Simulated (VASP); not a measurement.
A run of VASP 6.6.1 is set up as follows.

File INCAR:

```
SYSTEM = Si
PREC = Accurate ; ENCUT = 520
EDIFF = 1E-6 ; ISMEAR = -1
SIGMA = 0.086 ; LREAL = Auto
LASPH = .TRUE. ; NELM = 60
ALGO = Normal ; ISIF = 2
LWAVE = .FALSE. ; LCHARG = .TRUE.
GGA = PE ; LELF = .TRUE.
LVHAR = .TRUE. ; NBANDS = 46
```

The input KPOINTS:

```
Automatic mesh
0
G
  3 3 2
  0 0 0
```

File POSCAR:

```
Si
1.0
    7.6642590827      0.0000000000      0.0000000000
   -3.8321295414      6.6374430668      0.0000000000
    0.0000000000      0.0000000000      6.3412168871
Si
16
Direct
    0.1756445091      0.3237513269      0.0211006818
    0.3286432411      0.1636494640      0.4994074570
    0.1438603152      0.3352036285      0.3978066111
    0.3507225315      0.1794447030      0.8796589203
    0.1820275511      0.8450672862      0.0000840533
    0.3393825753      0.6808084008      0.5056594116
    0.1646747864      0.8406018619      0.3653483300
    0.3102347365      0.6479513205      0.8740060620
    0.7016957593      0.3527099180     -0.0230782203
    0.8175888040      0.1511330478      0.5137892392
    0.6575348508      0.3300064465      0.3580194528
    0.8356934311      0.1479232274      0.8809157768
    0.6463079895      0.8237539584     -0.0011302247
    0.8331667094      0.6569609647      0.4935663069
    0.6760238400      0.8299176271      0.3725989888
    0.8367984170      0.6911167379      0.8622471203
```

Potentials or basis: VASP PAW PBE potentials, release 64 (Si).

Launch:

```console
$ cat potpaw_PBE.64/Si/POTCAR > POTCAR
$ mpirun -np 1 vasp_std > vasp.out
```

(1) What does it give for the pressure?

(2) Estimate the band gap on the k mesh.

Answers

(1) 0.8 GPa.

(2) 0.45 eV, direct.

Caveat: the k points lie up to 0.50 Å⁻¹ apart; forces of over 1 eV/Å act on the atoms, so gaps and moduli don't describe the material at rest.
